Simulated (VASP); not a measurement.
Set up this calculation in VASP 6.6.1, as the native input.

```yaml
Task: single point
Functional: PBE
Potentials_or_basis: VASP PAW PBE potentials, release 64 (Ga_d, N)
Cutoff: 600 eV
k_mesh: 5 × 5 × 5
Occupations: gaussian, width 0.01 eV
Spin: no spin polarisation
Dipole_correction: no
Further_INCAR_settings: ALGO = Normal; EDIFF = 1e-06; NBANDS = 16
```

The structure of GaN lies in POSCAR:

```
GaN
1.0
    0.0000000000      2.2535000000      2.2535000000
    2.2535000000      0.0000000000      2.2535000000
    2.2535000000      2.2535000000      0.0000000000
Ga N
1 1
Direct
   -0.0001449223      0.0009141326      0.0015138941
    0.7507213832      0.7454496937      0.7424642378
```

The input as run:

INCAR

```
SYSTEM = GaN
ALGO = Normal
EDIFF = 1E-6
ENCUT = 600
GGA = PE
GGA_COMPAT = .False.
ISIF = 2
ISMEAR = 0
LASPH = .True.
LCHARG = .False.
LREAL = .False.
LWAVE = .False.
NBANDS = 16
NELM = 120
PREC = Accurate
SIGMA = 0.01
```

KPOINTS

```
k-points
0
Gamma
  5 5 5
  0 0 0
```

Potentials or basis: VASP PAW PBE potentials, release 64 (Ga_d, N).

Run with:

```sh
$ cat potpaw_PBE.64/Ga_d/POTCAR potpaw_PBE.64/N/POTCAR > POTCAR
$ mpirun -np 1 vasp_std > vasp.out
```

It gave:

The pressure is 5.0 GPa. The largest force is 0.453 eV/Å and the band gap on the k mesh is 1.64 eV, direct.

Caveat: the k points lie up to 0.48 Å⁻¹ apart.

Run time: 30 s on 1 thread of Intel(R) Xeon(R) Platinum 8259CL CPU @ 2.50GHz (Skylake/Cascade Lake), with other jobs on the host, peak memory 0.17 GiB.
